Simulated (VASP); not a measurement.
# C in VASP: single point with PBE+D3(BJ)

Aim: the single point of C with PBE+D3(BJ).

All numbers are computed with VASP 6.6.1; they aren't measurements. Logs are shortened: lines on timing, memory, paths and dates and some standing lists are left out, and cuts for length are marked.

## Step 1: The cell of the first run

The cell holds a slab with vacuum, 4 atoms: a = 2.466 Å, b = 2.466 Å, c = 17.500 Å, α = 90.00°, β = 90.00°, γ = 120.00°.

## Step 2: Single point, PBE+D3(BJ)

INCAR

```
SYSTEM = C
  PREC = Accurate
  ENCUT = 520
  EDIFF = 1E-6
  ISMEAR = 0
  SIGMA = 0.1
  LREAL = .False.
  LASPH = .True.
  NELM = 80
  ALGO = Normal
  ISIF = 2
  LWAVE = .False.
  LCHARG = .True.
  LDIPOL = .True.
  IDIPOL = 3
  DIPOL = 0.5 0.5 0.352
  GGA = PE
  IVDW = 12
  LELF = .True.
  LVHAR = .True.
  LVACPOTAV = .True.
  NBANDS = 16
```

KPOINTS

```
Automatic mesh
0
Gamma
  15 15 1
  0 0 0
```

POSCAR

```
C
1.0
    2.4656524413      0.0000000000      0.0000000000
   -1.2328262206      2.1353176511      0.0000000000
    0.0000000000      0.0000000000     17.5000663888
C
4
Direct
    0.6666666667      0.3333333333      0.2571437785
    0.3333333333      0.6666666667      0.2571418816
    0.6666666667      0.3333333333      0.4462878149
    0.3333333333      0.6666666667      0.4462859181
```

Potentials or basis: VASP PAW PBE potentials, release 64 (C).

Started as:

```
$ cat potpaw_PBE.64/C/POTCAR > POTCAR
$ mpirun -np 1 vasp_std > vasp.out
```

OUTCAR:

```text
SYSTEM = C
   PREC = Accurate
   ENCUT = 520
   EDIFF = 1E-6
   ISMEAR = 0
   LREAL = .False.
   LASPH = .True.
   NELM = 80
   ISIF = 2
   GGA = PE
   IVDW = 12
 IVDW          = 12

 ion  position               nearest neighbor table
   1  0.667  0.333  0.257-   2 1.42   2 1.42   2 1.42
   2  0.333  0.667  0.257-   1 1.42   1 1.42   1 1.42
   3  0.667  0.333  0.446-   4 1.42   4 1.42   4 1.42
   4  0.333  0.667  0.446-   3 1.42   3 1.42   3 1.42

  LATTYP: Found a hexagonal cell.
 ALAT       =     2.4656524413
 C/A-ratio  =     7.0975398218

  Lattice vectors:

 A1 = (   2.4656524413,   0.0000000000,   0.0000000000)
 A2 = (  -1.2328262206,   2.1353176511,   0.0000000000)
 A3 = (   0.0000000000,   0.0000000000,  17.5000663888)

Analysis of symmetry for initial positions (statically):
=====================================================================
 Subroutine PRICEL returns:
 Original cell was already a primitive cell.

 Routine SETGRP: Setting up the symmetry group for a
 hexagonal supercell.

 Subroutine GETGRP returns: Found 24 space group operations
 (whereof 12 operations were pure point group operations)
 out of a pool of 24 trial point group operations.

The static configuration has the point symmetry C_6v.
 The point group associated with its full space group is D_6h.

Analysis of symmetry for dynamics (positions and initial velocities):
=====================================================================
 Subroutine PRICEL returns:
 Original cell was already a primitive cell.

 Routine SETGRP: Setting up the symmetry group for a
 hexagonal supercell.

 Subroutine GETGRP returns: Found 24 space group operations
 (whereof 12 operations were pure point group operations)
 out of a pool of 24 trial point group operations.

The dynamic configuration has the point symmetry C_6v.
 The point group associated with its full space group is D_6h.

 Subroutine INISYM returns: Found 24 space group operations
 (whereof 12 operations are pure point group operations),
 and found     1 'primitive' translations

----------------------------------------------------------------------------------------

                                     Primitive cell

  volume of cell :      92.1370

  direct lattice vectors                    reciprocal lattice vectors
     2.465652441  0.000000000  0.000000000     0.405572166  0.234157199  0.000000000
    -1.232826221  2.135317651  0.000000000     0.000000000  0.468314398  0.000000000
     0.000000000  0.000000000 17.500066389     0.000000000  0.000000000  0.057142640

  length of vectors
     2.465652441  2.465652441 17.500066389     0.468314398  0.468314398  0.057142640

  position of ions in fractional coordinates (direct lattice)
     0.666666667  0.333333333  0.257143779
     0.333333333  0.666666667  0.257141882
     0.666666667  0.333333333  0.446287815
     0.333333333  0.666666667  0.446285918

  ion indices of the primitive-cell ions
   primitive index   ion index
                 1           1
                 2           2
                 3           3
                 4           4

----------------------------------------------------------------------------------------

 KPOINTS: Automatic mesh

Automatic generation of k-mesh.
 Grid dimensions read from file:
 generate k-points for:   15   15    1

 Generating k-lattice:

  Cartesian coordinates                     Fractional coordinates (reciprocal lattice)
     0.027038144  0.015610480  0.000000000     0.066666667  0.000000000  0.000000000
     0.000000000  0.031220960  0.000000000     0.000000000  0.066666667  0.000000000
     0.000000000  0.000000000  0.057142640     0.000000000  0.000000000  1.000000000

  Length of vectors
     0.031220960  0.031220960  0.057142640

  Shift w.r.t. Gamma in fractional coordinates (k-lattice)
     0.000000000  0.000000000  0.000000000

 Subroutine IBZKPT returns following result:
 ===========================================

 Found     27 irreducible k-points:

 Following reciprocal coordinates:
            Coordinates               Weight
  0.000000  0.000000  0.000000      1.000000
  0.066667 -0.000000  0.000000      6.000000
  0.133333  0.000000  0.000000      6.000000
  0.200000  0.000000  0.000000      6.000000
  0.266667  0.000000  0.000000      6.000000
  0.333333 -0.000000  0.000000      6.000000
[... 16 lines left out ...]
  0.333333  0.200000  0.000000     12.000000
  0.400000  0.200000  0.000000      6.000000
 [... further k-points ...]
   k-points           NKPTS =     27   k-points in BZ     NKDIM =     27   number of bands    NBANDS=     16
   number of dos      NEDOS =    301   number of ions     NIONS =      4
   total plane-waves  NPLWV =  45360
   dimension x,y,z NGX =    18 NGY =   18 NGZ =  140
   dimension x,y,z NGXF=    36 NGYF=   36 NGZF=  280
   ions per type =               4
   NGX,Y,Z   is equivalent  to a cutoff of  12.14, 12.14, 13.30 a.u.
   NGXF,Y,Z  is equivalent  to a cutoff of  24.27, 24.27, 26.60 a.u.
 SYSTEM =  C
   PREC   = accura    normal or accurate (medium, high low for compatibility)
   ISTART =      0    job   : 0-new  1-cont  2-samecut
   ICHARG =      2    charge: 1-file 2-atom 10-const
   ISPIN  =      1    spin polarized calculation?
   LNONCOLLINEAR =      F non collinear calculations
   LSORBIT =      F    spin-orbit coupling
   LASPH  =      T    aspherical Exc in radial PAW
   ENCUT  =  520.0 eV  38.22 Ry    6.18 a.u.   4.58  4.58 32.54*2*pi/ulx,y,z
   NELM   =     80;   NELMIN=  2; NELMDL= -5     # of ELM steps
   EDIFF  = 0.1E-05   stopping-criterion for ELM
   LREAL  =      F    real-space projection
   EDIFFG = 0.1E-04   stopping-criterion for IOM
   NSW    =      0    number of steps for IOM
   IBRION =     -1    ionic relax: 0-MD 1-quasi-New 2-CG
   NFREE  =      0    steps in history (QN), initial steepest desc. (CG)
   ISIF   =      2    stress and relaxation
   ISYM   =      2    0-nonsym 1-usesym 2-fastsym
   POTIM  = 0.5000    time-step for ionic-motion
   TEBEG  =    0.0;   TEEND  =   0.0 temperature during run
   PSTRESS=    0.0 pullay stress
   NELECT =      16.0000    total number of electrons
   NUPDOWN=      -1.0000    fix difference up-down
   EMIN   =  10.00;   EMAX   =-10.00  energy-range for DOS
   EFERMI =   0.00;   METHOD = LEGACY
   ISMEAR =     0;   SIGMA  =   0.10  broadening in eV -4-tet -1-fermi 0-gaus
   EFERMI_NEDOS =   21; number of points for ismear=-14 and -15
   IALGO  =     38    algorithm
   IMIX   =      4    mixing-type and parameters
     AMIX     =   0.40;   BMIX     =  1.00
     AMIX_MAG =   1.60;   BMIX_MAG =  1.00
  volume/ion in A,a.u.               =      23.03       155.44
  Fermi-wavevector in a.u.,A,eV,Ry     =   0.913349  1.725980 11.350070  0.834207
  Thomas-Fermi vector in A             =   2.037850
   LORBIT       =      0    0 simple, 1 ext, 2 COOP (PROOUT), +10 PAW based schemes
   GGA     = PE    functional components
   LHFCALC =     F    Hartree Fock is set to
   AEXX    =    0.0000 exact exchange contribution
   IVDW    =    12    specifies the selected vdW correction
   LEPSILON=     F    determine dielectric tensor
   LRPA    =     F    only Hartree local field effects (RPA)
 non-spin polarized calculation
 Gauss-broadening in eV      SIGMA  =   0.10
  energy-cutoff  :      520.00
  volume of cell :       92.14
 maximum number of plane-waves:      2516
   NGX =  9   NGY =  9   NGZ = 65

 dipolmoment           0.000000      0.000000      0.000157 electrons x Angstroem

 number of electron      15.9999998 magnetization

 dipolmoment           0.000000      0.000000     -0.000129 electrons x Angstroem

 Free energy of the ion-electron system (eV)
  ---------------------------------------------------
  ext. energy  EPLUGINS =         0.00000000
  ---------------------------------------------------
  free energy    TOTEN  =       -36.84124270 eV

  energy without entropy =      -36.84124270  energy(sigma->0) =      -36.84124270

 E-fermi :  -0.8369     XC(G=0):  -4.4199

 val. band max:       -1.2027231885   @ k =   0.3333   0.3333   0.0000
 cond. band min:      -0.4710243314   @ k =   0.3333   0.3333   0.0000
 fundamental gap:      0.7316988571
 Fermi energy:        -0.8368955146

 k-point     1 :       0.0000    0.0000    0.0000
  band No.  band energies     occupation
      1     -20.4425      2.00000
      2     -20.2737      2.00000
      3      -8.9682      2.00000
      4      -7.9175      2.00000
      5      -3.8810      2.00000
      6      -3.8810      2.00000
[... 8 lines left out ...]
     15       7.4513      0.00000
     16       7.5100      0.00000

 k-point     2 :       0.0667   -0.0000    0.0000
  band No.  band energies     occupation
      1     -20.3369      2.00000
      2     -20.1691      2.00000
      3      -8.8412      2.00000
      4      -7.7942      2.00000
      5      -4.3079      2.00000
      6      -4.2821      2.00000
[... 8 lines left out ...]
     15       7.5638      0.00000
     16       7.9029      0.00000

 k-point     3 :       0.1333    0.0000    0.0000
  band No.  band energies     occupation
      1     -20.0208      2.00000
      2     -19.8560      2.00000
      3      -8.4622      2.00000
      4      -7.4264      2.00000
      5      -5.4415      2.00000
      6      -5.4048      2.00000
[... 8 lines left out ...]
     15       7.5928      0.00000
     16       8.9444      0.00000
[... 362 lines left out ...]
 k-point    23 :       0.3333    0.2000    0.0000
  band No.  band energies     occupation
      1     -15.4945      2.00000
      2     -15.3702      2.00000
      3     -12.5271      2.00000
      4     -12.4321      2.00000
      5      -9.5734      2.00000
      6      -9.5112      2.00000
[... 8 lines left out ...]
     15      10.2061      0.00000
     16      11.0362      0.00000

 k-point    24 :       0.4000    0.2000    0.0000
  band No.  band energies     occupation
      1     -14.5651      2.00000
      2     -14.4457      2.00000
      3     -13.5661      2.00000
      4     -13.4654      2.00000
      5      -9.7065      2.00000
      6      -9.6435      2.00000
[... 8 lines left out ...]
     15      11.0199      0.00000
     16      11.3127      0.00000

 [... further k-points ...]

------------------------ aborting loop because EDIFF is reached ----------------------------------------

 Edisp (eV)   -0.48386

 E8    (eV) :    -0.1448

  FORCE on cell =-STRESS in cart. coord.  units (eV):
  Direction    XX          YY          ZZ          XY          YZ          ZX
  --------------------------------------------------------------------------------------
  -------------------------------------------------------------------------------------
  Total       0.04621     0.04621     0.39907     0.00000     0.00000     0.00000
  in kB       0.80358     0.80358     6.93949     0.00000     0.00000     0.00000
  external pressure =        2.85 kB  Pullay stress =        0.00 kB

 VOLUME and BASIS-vectors are now :
 -----------------------------------------------------------------------------
  energy-cutoff  :      520.00
  volume of cell :       92.14
      direct lattice vectors                 reciprocal lattice vectors
     2.465652441  0.000000000  0.000000000     0.405572166  0.234157199  0.000000000
    -1.232826221  2.135317651  0.000000000     0.000000000  0.468314398  0.000000000
     0.000000000  0.000000000 17.500066389     0.000000000  0.000000000  0.057142640

 POSITION                                       TOTAL-FORCE (eV/Angst)
 -----------------------------------------------------------------------------------
      1.23283      0.71177      4.50003         0.000000     -0.000000     -0.064149
     -0.00000      1.42355      4.50000        -0.000000      0.000000     -0.064149
      1.23283      0.71177      7.81007         0.000000     -0.000000      0.064149
     -0.00000      1.42355      7.81003        -0.000000      0.000000      0.064149
 -----------------------------------------------------------------------------------
    total drift:                               -0.000000     -0.000000     -0.029613

  FREE ENERGIE OF THE ION-ELECTRON SYSTEM (eV)
  ---------------------------------------------------
  free  energy   TOTEN  =       -37.3251076916 eV

  energy  without entropy=      -37.3251076885  energy(sigma->0) =      -37.32510769

 vacuum level on the upper side and lower side of the slab         3.447         3.451
```

Wall time 23 s (1 thread of AMD EPYC 9R45 (Zen 5), shared host); peak memory 0.17 GiB.

What came out:

| Item | Value |
| --- | --- |
| Free energy | -37.3251 eV |
| Largest force | 0.064 eV/Å |
| Dispersion energy per atom | -0.121 eV |

Forces on the atoms (eV/Å):
```
C    0.000  0.000 -0.064
C    0.000  0.000 -0.064
C    0.000  0.000  0.064
C    0.000  0.000  0.064
```
